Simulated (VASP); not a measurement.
Set up this calculation in VASP 6.6.1, as the native input.

* Task: single point
* Functional: PBE
* Potentials or basis: VASP PAW PBE potentials, release 64 (Sn_d, Te, O)
* Cutoff: 520 eV
* k mesh: 4 × 4 × 4
* Occupations: gaussian, width 0.1 eV
* Spin: no spin polarisation
* Dipole correction: no
* Further INCAR settings: ALGO = Normal; EDIFF = 1e-07; NBANDS = 20

The structure of SnTeO lies in POSCAR:

```
SnTeO
1.0
    4.1656889800      0.0000000000      0.0000000000
    0.0000000000      4.1656889800      0.0000000000
    0.0000000000      0.0000000000      4.6069575400
Sn Te O
1 1 1
Direct
    0.5000000000      0.5000000000      0.0000000000
    0.0000000000      0.0000000000      0.0000000000
    0.0000000000      0.0000000000      0.5000000000
```

The cell was built from a structure type or drawn by symmetry, and may not be a known phase.

One way to write it, as run:

INCAR

```
SYSTEM = SnTeO
  ALGO = Normal
  EDIFF = 1E-7
  ENCUT = 520
  GGA = PE
  ISIF = 2
  ISMEAR = 0
  LASPH = .True.
  LCHARG = .True.
  LELF = .True.
  LREAL = .False.
  LVHAR = .True.
  LWAVE = .False.
  NBANDS = 20
  NELM = 60
  PREC = Accurate
  SIGMA = 0.1
```

KPOINTS

```
k-points
0
Gamma
  4 4 4
  0 0 0
```

Potentials or basis: VASP PAW PBE potentials, release 64 (Sn_d, Te, O).

Launch:

```console
$ cat potpaw_PBE.64/Sn_d/POTCAR potpaw_PBE.64/Te/POTCAR potpaw_PBE.64/O/POTCAR > POTCAR
$ mpirun -np 1 vasp_std > vasp.out
```

Results of the run:

The pressure is -0.6 GPa and the band gap on the k mesh is zero (bands 13 and 14 overlap by 1.77 eV).

Caveat: the k points lie up to 0.38 Å⁻¹ apart, too coarse for converged energies and pressures of a metal; spin-orbit coupling is left out, which moves the levels of the heavy elements.

Run time: 43 s on 1 thread of Intel Xeon 8259CL (shared host), peak memory 0.2 GiB.
